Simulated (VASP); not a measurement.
# W (Im-3m) in VASP: notebook

W is run at these levels: LDA; tasks: relaxation of cell and atoms, single point.

Everything below comes from runs of VASP 6.6.1. Logs are shortened: lines on timing, memory, paths and dates and some standing lists are left out, and cuts for length are marked.

**1. The cell of the first run**

The structure is cubic, space group Im-3m (No. 229). Conventional cell: a = 3.201 Å, b = 3.201 Å, c = 3.201 Å, α = 90.00°, β = 90.00°, γ = 90.00°. Within 3.7 Å of W (site symmetry m-3m) lie 14 W at 2.77 to 3.20 Å.

**2. Relaxation of cell and atoms, LDA**

Input file INCAR:

```
PREC     = Accurate       # precision mode
ENCUT    = 600            # plane-wave cutoff, eV
EDIFF    = 1E-7           # SCF threshold, eV
ISMEAR   = 0              # smearing method
SIGMA    = 0.1            # smearing width, eV
LREAL    = F              # projectors in reciprocal space
LASPH    = T              # aspherical terms in the spheres
NELM     = 80             # most SCF steps
ALGO     = Fast           # electronic algorithm
ISIF     = 3              # what is computed and relaxed
LWAVE    = F              # write WAVECAR
LCHARG   = F              # write CHGCAR
GGA      = CA             # functional
IBRION   = 2              # ionic algorithm
NSW      = 100            # ionic steps
EDIFFG   = -0.05          # ionic threshold
```

Input file KPOINTS:

```
regular mesh
0
Gamma
  8 8 8
```

Input file POSCAR:

```
W
1.0
   -1.6007500000      1.6007500000      1.6007500000
    1.6007500000     -1.6007500000      1.6007500000
    1.6007500000      1.6007500000     -1.6007500000
W
1
Direct
    0.0000000000      0.0000000000      0.0000000000
```

Potentials or basis: VASP PAW LDA potentials, release 64 (W_sv).

Started as:

```bash
> cat potpaw_LDA.64/W_sv/POTCAR > POTCAR
> mpirun -np 1 vasp_std > vasp.out
```

OUTCAR:

```text
PREC = Accurate
   ENCUT = 600
   EDIFF = 1E-7
   ISMEAR = 0
   LREAL = F
   LASPH = T
   NELM = 80
   ISIF = 3
   GGA = CA
   IBRION = 2
   NSW = 100
   EDIFFG = -0.05

 ion  position               nearest neighbor table
   1  0.000  0.000  0.000-

  LATTYP: Found a body centered cubic cell.
 ALAT       =     3.2015000000

  Lattice vectors:

 A1 = (  -1.6007500000,   1.6007500000,   1.6007500000)
 A2 = (   1.6007500000,  -1.6007500000,   1.6007500000)
 A3 = (   1.6007500000,   1.6007500000,  -1.6007500000)

Analysis of symmetry for initial positions (statically):
=====================================================================
 Subroutine PRICEL returns:
 Original cell was already a primitive cell.

 Routine SETGRP: Setting up the symmetry group for a
 body centered cubic supercell.

 Subroutine GETGRP returns: Found 48 space group operations
 (whereof 48 operations were pure point group operations)
 out of a pool of 48 trial point group operations.

The static configuration has the point symmetry O_h .

Analysis of symmetry for dynamics (positions and initial velocities):
=====================================================================
 Subroutine PRICEL returns:
 Original cell was already a primitive cell.

 Routine SETGRP: Setting up the symmetry group for a
 body centered cubic supercell.

 Subroutine GETGRP returns: Found 48 space group operations
 (whereof 48 operations were pure point group operations)
 out of a pool of 48 trial point group operations.

The dynamic configuration has the point symmetry O_h .

 Subroutine INISYM returns: Found 48 space group operations
 (whereof 48 operations are pure point group operations),
 and found     1 'primitive' translations

----------------------------------------------------------------------------------------

                                     Primitive cell

  volume of cell :      16.4071

  direct lattice vectors                    reciprocal lattice vectors
    -1.600750000  1.600750000  1.600750000     0.000000000  0.312353584  0.312353584
     1.600750000 -1.600750000  1.600750000     0.312353584  0.000000000  0.312353584
     1.600750000  1.600750000 -1.600750000     0.312353584  0.312353584  0.000000000

  length of vectors
     2.772580330  2.772580330  2.772580330     0.441734675  0.441734675  0.441734675

  position of ions in fractional coordinates (direct lattice)
     0.000000000  0.000000000  0.000000000

  ion indices of the primitive-cell ions
   primitive index   ion index
[... 89 lines left out ...]
   EFERMI_NEDOS =   21; number of points for ismear=-14 and -15
   IALGO  =     68    algorithm
   IMIX   =      4    mixing-type and parameters
     AMIX     =   0.40;   BMIX     =  1.00
     AMIX_MAG =   1.60;   BMIX_MAG =  1.00
  volume/ion in A,a.u.               =      16.41       110.72
  Fermi-wavevector in a.u.,A,eV,Ry     =   1.552771  2.934311 32.804965  2.411097
  Thomas-Fermi vector in A             =   2.657098
   LORBIT       =      0    0 simple, 1 ext, 2 COOP (PROOUT), +10 PAW based schemes
   GGA     = CA    functional components
   LHFCALC =     F    Hartree Fock is set to
   AEXX    =    0.0000 exact exchange contribution
   IVDW    =     0    specifies the selected vdW correction
   LEPSILON=     F    determine dielectric tensor
   LRPA    =     F    only Hartree local field effects (RPA)
 conjugate gradient relaxation of ions
 non-spin polarized calculation
 RMM-DIIS sequential band-by-band and
 Gauss-broadening in eV      SIGMA  =   0.10
  energy-cutoff  :      600.00
  volume of cell :       16.41
 maximum number of plane-waves:       559
 NGX is ok and might be reduce to    24
   NGX = 11   NGY = 11   NGZ = 11

--------------------------------------- Ionic step        1  -------------------------------------------

 number of electron      14.0000002 magnetization

 Free energy of the ion-electron system (eV)
  ---------------------------------------------------
  ext. energy  EPLUGINS =         0.00000000
  ---------------------------------------------------
  free energy    TOTEN  =       -14.05549959 eV

  energy without entropy =      -14.05549652  energy(sigma->0) =      -14.05549806

------------------------ aborting loop because EDIFF is reached ----------------------------------------

  FORCE on cell =-STRESS in cart. coord.  units (eV):
  Direction    XX          YY          ZZ          XY          YZ          ZX
  --------------------------------------------------------------------------------------
  -------------------------------------------------------------------------------------
  Total       -1.6912598     -1.6912598     -1.6912598     -0.0000000      0.0000000     -0.0000000
  in kB     -165.1544924   -165.1544924   -165.1544924     -0.0000000      0.0000000     -0.0000000
  external PRESSURE =    -165.1544924 kB  Pullay stress =       0.0000000 kB
[... 92 lines left out ...]
--------------------------------------- Ionic step        4  -------------------------------------------

 number of electron      14.0000000 magnetization

 Free energy of the ion-electron system (eV)
  ---------------------------------------------------
  ext. energy  EPLUGINS =         0.00000000
  ---------------------------------------------------
  free energy    TOTEN  =       -14.10250861 eV

  energy without entropy =      -14.10250645  energy(sigma->0) =      -14.10250753

 E-fermi :  11.3366     XC(G=0): -13.9365

 val. band max:       11.0462909676   @ k =  -0.3750   0.3750   0.2500
 cond. band min:      11.6163676682   @ k =  -0.2500   0.2500   0.1250
 fundamental gap:      0.5700767006
 Fermi energy:        11.3366188827

 k-point     1 :       0.0000    0.0000    0.0000
  band No.  band energies     occupation
      1     -62.1365      2.00000
      2     -25.9143      2.00000
      3     -25.9143      2.00000
      4     -25.9143      2.00000
      5       1.9482      2.00000
      6      10.3006      2.00000
      7      10.3006      2.00000
      8      10.3006      2.00000
      9      13.8207      0.00000
     10      13.8207      0.00000
     11      26.2129      0.00000
[... 309 lines left out ...]
 k-point    24 :      -0.3750    0.3750    0.2500
  band No.  band energies     occupation
      1     -61.9499      2.00000
      2     -26.9552      2.00000
      3     -26.5636      2.00000
      4     -26.4351      2.00000
      5       6.9909      2.00000
      6       7.6789      2.00000
      7      11.0463      1.99996
      8      11.8619      0.00000
      9      15.3942      0.00000
     10      16.1234      0.00000
     11      25.6172      0.00000

 [... further k-points ...]
[... 5 lines left out ...]
  --------------------------------------------------------------------------------------
  -------------------------------------------------------------------------------------
  Total       -0.0408838     -0.0408838     -0.0408838      0.0000000      0.0000000     -0.0000000
  in kB       -4.2107599     -4.2107599     -4.2107599      0.0000000      0.0000000     -0.0000000
  external PRESSURE =      -4.2107599 kB  Pullay stress =       0.0000000 kB
[... 16 lines left out ...]
  FREE ENERGIE OF THE ION-ELECTRON SYSTEM (eV)
  ---------------------------------------------------
  free  energy   TOTEN  =       -14.1025086072 eV

  energy  without entropy=      -14.1025064530  energy(sigma->0) =      -14.10250753

 reached required accuracy - stopping structural energy minimisation
```

It took 14 s on 1 thread of Intel Xeon 6975P-C, shared host; peak memory 0.14 GiB.

What came out:

* Free energy: -14.1025 eV
* Relaxed volume: 15.56 Å³/atom
* Relaxed cell: a = 2.724 Å, b = 2.724 Å, c = 2.724 Å, α = 109.47°, β = 109.47°, γ = 109.47°
* Space group after relaxing (to 0.05 Å): Im-3m (No. 229)
* Energy gained by relaxing: 47.0 meV/atom
* Ionic steps: 4
* Pressure after relaxing: -0.4 GPa
* Band gap on the k mesh: zero (band 7 reaches 16.87 eV, above the bottom of band 8 at 10.30 eV)

Step by step:
| step | energy change (eV) | largest force (eV/Å) | pressure (GPa) | volume (Å³) |
| --- | --- | --- | --- | --- |
| 1 | 0.0000 | 0.0000 | -16.52 | 16.41 |
| 2 | 0.7300 | 0.0000 | 104.04 | 12.71 |
| 3 | -0.0466 | 0.0000 | -1.82 | 15.62 |
| 4 | -0.0470 | 0.0000 | -0.42 | 15.56 |

Final structure:
```
CELL_PARAMETERS angstrom
-1.57258 1.57258 1.57258
1.57258 -1.57258 1.57258
1.57258 1.57258 -1.57258
ATOMIC_POSITIONS crystal
W 0.00000 0.00000 0.00000
```

Caveat: spin-orbit coupling is left out, which moves the levels of the heavy elements.

**3. Single point, LDA**

This run uses another cell than the first one, of 15.40 Å³/atom, 0.939 times its volume.

Input file INCAR:

```
SYSTEM = W
  ALGO = Fast
  EDIFF = 1E-6
  ENCUT = 520
  GGA = CA
  ISIF = 2
  ISMEAR = 0
  LASPH = .TRUE.
  LCHARG = .TRUE.
  LELF = .TRUE.
  LREAL = .FALSE.
  LVHAR = .TRUE.
  LWAVE = .FALSE.
  NBANDS = 13
  NELM = 100
  PREC = Accurate
  SIGMA = 0.1
```

Input file KPOINTS:

```
k-points
0
G
  16 16 16
  0 0 0
```

Input file POSCAR:

```
W
1.0
   -1.5674691639      1.5674691639      1.5674691639
    1.5674691639     -1.5674691639      1.5674691639
    1.5674691639      1.5674691639     -1.5674691639
W
1
Direct
    0.0000000000      0.0000000000      0.0000000000
```

Potentials or basis: VASP PAW LDA potentials, release 64 (W_sv).

Started as:

```bash
> cat potpaw_LDA.64/W_sv/POTCAR > POTCAR
> mpirun -np 1 vasp_std > vasp.out
```

Run time: 16 s. Hardware: 1 thread of Intel Xeon 6975P-C, shared host; peak memory 0.14 GiB.

The run converged. Its results:

```
Free energy            : -14.1102 eV
Pressure               : 1.9 GPa
Band gap on the k mesh : zero (band 7 reaches 17.10 eV, above the bottom of band 8 at 10.43 eV)
```

Levels at points of the mesh, in eV from the Fermi level:
```csv
k point,band 3,band 4,band 5,band 6,band 7,band 8,band 9,band 10,band 11,band 12
"(0.00, 0.00, 0.00)",-37.50,-37.50,-9.73,-1.34,-1.34,-1.34,2.23,2.23,14.61,14.61
"(0.50, 0.00, 0.00)",-37.97,-37.51,-6.47,-3.76,0.91,2.15,3.14,6.37,11.53,11.61
"(0.50, 0.50, 0.50)",-38.51,-38.51,-6.11,-6.11,5.33,5.33,5.33,8.56,8.56,8.56
```

Caveat: spin-orbit coupling is left out, which moves the levels of the heavy elements.

**4. Single point, LDA**

This run uses another cell than the first one, of 15.41 Å³/atom, 0.939 times its volume.

Input file INCAR:

```
PREC = Accurate
ENCUT = 520
EDIFF = 1E-6
ISMEAR = -1
SIGMA = 0.15
LREAL = F
LASPH = T
NELM = 80
ALGO = Fast
ISIF = 2
LWAVE = F
LCHARG = F
NBANDS = 13
```

Input file KPOINTS:

```
regular mesh
0
Gamma
  16 16 16
```

Input file POSCAR:

```
W
1.0
   -1.5676922724      1.5676922724      1.5676922724
    1.5676922724     -1.5676922724      1.5676922724
    1.5676922724      1.5676922724     -1.5676922724
W
1
Direct
    0.0000000000      0.0000000000      0.0000000000
```

Started as:

```bash
> cat potpaw_LDA.64/W_sv/POTCAR > POTCAR
> mpirun -np 1 vasp_std > vasp.out
```

It took 18 s on 1 thread of Intel Xeon 6975P-C, shared host; peak memory 0.14 GiB.

The run converged. Its results:

* Free energy: -14.1255 eV
* Pressure: 1.9 GPa
* Band gap on the k mesh: zero (band 7 reaches 17.09 eV, above the bottom of band 8 at 10.43 eV)

Levels at points of the mesh, in eV from the Fermi level:
| k point | band 5 | band 6 | band 7 | band 8 | band 9 | band 10 |
| --- | --- | --- | --- | --- | --- | --- |
| (0.00, 0.00, 0.00) | -9.69 | -1.30 | -1.30 | -1.30 | 2.27 | 2.27 |
| (0.50, 0.00, 0.00) | -6.43 | -3.71 | 0.95 | 2.19 | 3.18 | 6.40 |
| (0.50, 0.50, 0.50) | -6.07 | -6.07 | 5.36 | 5.36 | 5.36 | 8.60 |

Caveat: spin-orbit coupling is left out, which moves the levels of the heavy elements.

**5. Relaxation of cell and atoms, LDA**

This run uses another cell than the first one, of 15.45 Å³/atom, 0.942 times its volume.

Input file INCAR:

```
PREC = Accurate
ENCUT = 600
EDIFF = 1E-6
ISMEAR = 0
SIGMA = 0.1
LREAL = False
LASPH = True
NELM = 100
ALGO = Normal
ISIF = 3
LWAVE = False
LCHARG = False
IBRION = 2
NSW = 100
EDIFFG = -0.002
```

Input file KPOINTS:

```
Automatic mesh
0
Gamma
  16 16 16
```

Input file POSCAR:

```
W
1.0
   -1.5689684577      1.5689684577      1.5689684577
    1.5689684577     -1.5689684577      1.5689684577
    1.5689684577      1.5689684577     -1.5689684577
W
1
Direct
    0.0000000000      0.0000000000      0.0000000000
```

Started as:

```bash
> cat potpaw_LDA.64/W_sv/POTCAR > POTCAR
> mpirun -np 1 vasp_std > vasp.out
```

Run time: 32 s. Hardware: 1 thread of Intel Xeon 6975P-C, shared host; peak memory 0.16 GiB.

The run converged. Its results:

- Free energy: -14.1109 eV
- Relaxed volume: 15.49 Å³/atom
- Relaxed cell: a = 2.720 Å, b = 2.720 Å, c = 2.720 Å, α = 109.47°, β = 109.47°, γ = 109.47°
- Space group after relaxing (to 0.05 Å): Im-3m (No. 229)
- Energy gained by relaxing: 0.1 meV/atom
- Ionic steps: 3
- Pressure after relaxing: 0.0 GPa
- Band gap on the k mesh: zero (band 7 reaches 16.97 eV, above the bottom of band 8 at 10.36 eV)

Step by step:
```
step  energy change (eV)  largest force (eV/Å)  pressure (GPa)  volume (Å³)
   1              0.0000                0.0000            0.96        15.45
   2              0.0017                0.0000           -3.49        15.66
   3             -0.0001                0.0000           -0.01        15.49
```

Final structure:
```
W
1.0
    -1.57044    1.57044    1.57044
     1.57044   -1.57044    1.57044
     1.57044    1.57044   -1.57044
W
1
Cartesian
  0.0000 0.0000 0.0000
```

Levels at points of the mesh, in eV from the Fermi level:
```
           k point  band 4  band 5  band 6  band 7  band 8  band 9  band 10  band 11
(0.00, 0.00, 0.00)  -37.52   -9.70   -1.33   -1.33   -1.33    2.21     2.21    14.60
(0.50, 0.00, 0.00)  -37.53   -6.44   -3.73    0.89    2.13    3.12     6.31    11.44
(0.50, 0.50, 0.50)  -38.50   -6.07   -6.07    5.28    5.28    5.28     8.51     8.51
```

Caveat: spin-orbit coupling is left out, which moves the levels of the heavy elements.

**6. Relaxation of cell and atoms, LDA**

This run uses another cell than the first one, of 15.40 Å³/atom, 0.939 times its volume.

Input file INCAR:

```
  PREC = Accurate
  ENCUT = 600
  EDIFF = 1E-7
  ISMEAR = -1
  SIGMA = 0.15
  LREAL = False
  LASPH = True
  NELM = 80
  ALGO = Normal
  ISIF = 3
  LWAVE = False
  LCHARG = False
  GGA = CA
  IBRION = 2
  NSW = 80
  EDIFFG = -0.001
```

Input file KPOINTS:

```
regular mesh
0
Gamma
  16 16 16
```

Input file POSCAR:

```
W
1.0
   -1.5674691639      1.5674691639      1.5674691639
    1.5674691639     -1.5674691639      1.5674691639
    1.5674691639      1.5674691639     -1.5674691639
W
1
Direct
    0.0000000000      0.0000000000      0.0000000000
```

Potentials or basis: VASP PAW LDA potentials, release 64 (W_sv).

Started as:

```bash
> cat potpaw_LDA.64/W_sv/POTCAR > POTCAR
> mpirun -np 1 vasp_std > vasp.out
```

It took 78 s on 1 thread of Intel Xeon 6975P-C, shared host; peak memory 0.16 GiB.

Results (log left out):

| Quantity | Value |
| --- | --- |
| Free energy | -14.1262 eV |
| Relaxed volume | 15.50 Å³/atom |
| Relaxed cell | a = 2.721 Å, b = 2.721 Å, c = 2.721 Å, α = 109.47°, β = 109.47°, γ = 109.47° |
| Space group after relaxing (to 0.05 Å) | Im-3m (No. 229) |
| Energy gained by relaxing | 0.6 meV/atom |
| Ionic steps | 16 |
| Pressure after relaxing | 0.0 GPa |
| Band gap on the k mesh | zero (band 7 reaches 16.96 eV, above the bottom of band 8 at 10.35 eV) |

Step by step:
| step | energy change (eV) | largest force (eV/Å) | pressure (GPa) | volume (Å³) |
| --- | --- | --- | --- | --- |
| 1 | 0.0000 | 0.0000 | 2.09 | 15.40 |
| 2 | 0.0077 | 0.0000 | -7.29 | 15.86 |
| 3 | -0.0006 | 0.0000 | -0.06 | 15.50 |
| 4 | -0.0006 | 0.0000 | 0.03 | 15.50 |
| 5 | -0.0006 | 0.0000 | 0.04 | 15.50 |
| 6 | -0.0006 | 0.0000 | 0.05 | 15.50 |
| 7 | -0.0006 | 0.0000 | 0.03 | 15.50 |
| 8 | -0.0006 | 0.0000 | 0.03 | 15.50 |
| 9 | -0.0006 | 0.0000 | 0.03 | 15.50 |
| 10 | -0.0006 | 0.0000 | 0.03 | 15.50 |
| 11 | -0.0006 | 0.0000 | 0.03 | 15.50 |
| 12 | -0.0006 | 0.0000 | 0.03 | 15.50 |
| 13 | -0.0006 | 0.0000 | 0.03 | 15.50 |
| 14 | -0.0006 | 0.0000 | 0.04 | 15.50 |
| 15 | -0.0006 | 0.0000 | 0.04 | 15.50 |
| 16 | -0.0006 | 0.0000 | 0.01 | 15.50 |

Final structure:
```cif
data_structure
_symmetry_space_group_name_H-M 'P 1'
_symmetry_Int_Tables_number 1
_cell_length_a 2.7205
_cell_length_b 2.7205
_cell_length_c 2.7205
_cell_angle_alpha 109.471
_cell_angle_beta 109.471
_cell_angle_gamma 109.471
_cell_volume 15.50
loop_
_atom_site_label
_atom_site_type_symbol
_atom_site_fract_x
_atom_site_fract_y
_atom_site_fract_z
_atom_site_occupancy
W1 W 0.00000 0.00000 0.00000 1
```

Levels at points of the mesh, in eV from the Fermi level:
```tsv
k point	band 5	band 6	band 7	band 8	band 9	band 10
(0.00, 0.00, 0.00)	-9.66	-1.29	-1.29	-1.29	2.25	2.25
(0.50, 0.00, 0.00)	-6.39	-3.68	0.93	2.17	3.16	6.35
(0.50, 0.50, 0.50)	-6.02	-6.02	5.32	5.32	5.32	8.55
```

Caveat: spin-orbit coupling is left out, which moves the levels of the heavy elements.

**7. The runs side by side**

| task | cell | k mesh | cutoff (eV) | smearing | gap on the mesh (eV) | pressure (GPa) | relaxed volume (Å³/atom) |
| --- | --- | --- | --- | --- | --- | --- | --- |
| relaxation of cell and atoms | relaxed from a = 2.773 Å, angles 109.5°, 1 atom | 8 × 8 × 8 | 600 | gaussian 0.1 eV | none | -0.4 | 15.56 |
| single point | a = 2.715 Å, angles 109.5°, 1 atom | 16 × 16 × 16 | 520 | gaussian 0.1 eV | none | 1.9 | - |
| single point | a = 2.715 Å, angles 109.5°, 1 atom | 16 × 16 × 16 | 520 | fermi-dirac 0.15 eV | none | 1.9 | - |
| relaxation of cell and atoms | relaxed from a = 2.718 Å, angles 109.5°, 1 atom | 16 × 16 × 16 | 600 | gaussian 0.1 eV | none | 0.0 | 15.49 |
| relaxation of cell and atoms | relaxed from a = 2.715 Å, angles 109.5°, 1 atom | 16 × 16 × 16 | 600 | fermi-dirac 0.15 eV | none | 0.0 | 15.50 |

Alike in all rows: level LDA; potentials or basis VASP PAW LDA potentials, release 64 (W_sv); no spin polarisation.

Caveats: spin-orbit coupling is left out, which moves the levels of the heavy elements.

Absolute energies hang on the potentials; compare differences alone.
